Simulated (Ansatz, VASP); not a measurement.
## InPtCl3: VASP beside Ansatz

```
In Pt Cl
1.0
     4.98429    0.00000    0.00000
     0.00000    4.98429    0.00000
     0.00000    0.00000    4.98429
In Pt Cl
1 1 3
Cartesian
  2.4921 2.4921 2.4921
  0.0000 0.0000 0.0000
  0.0000 0.0000 2.4921
  0.0000 2.4921 0.0000
  2.4921 0.0000 0.0000
```

Change from the starting cell: species swapped into the YbNiH3 type (Pm-3m, No. 221).

Alike in both runs: functional PBE; k mesh 4 × 4 × 4; occupations gaussian, width 0.1 eV; no spin polarisation.

Ansatz relaxed the structure, and its values are those at the end. VASP's run is a single point on that final structure, the one shown.

|  | VASP | Ansatz |
| --- | --- | --- |
| version | VASP 6.6.1 | Ansatz 0.2.0 |
| potentials or method | VASP PAW PBE potentials, release 64 (In_d, Pt, Cl), cutoff 520 eV | scalar-relativistic, plane waves, PAW |
| valence electrons in the cell | 44 | 52 |

|  | VASP | Ansatz | Ansatz less VASP |
| --- | --- | --- | --- |
| gap on the k mesh at the Fermi level (eV) | none | none | - |
| pressure (GPa) | -0.1 | 0.0 | +0.10 |

A gap of «none» marks a metal or a gap that the smearing closes. VASP's potentials hold 44 valence electrons a cell and Ansatz's 52, so a difference there can come from the potentials and not from the codes.

Neither program's run includes spin-orbit coupling.
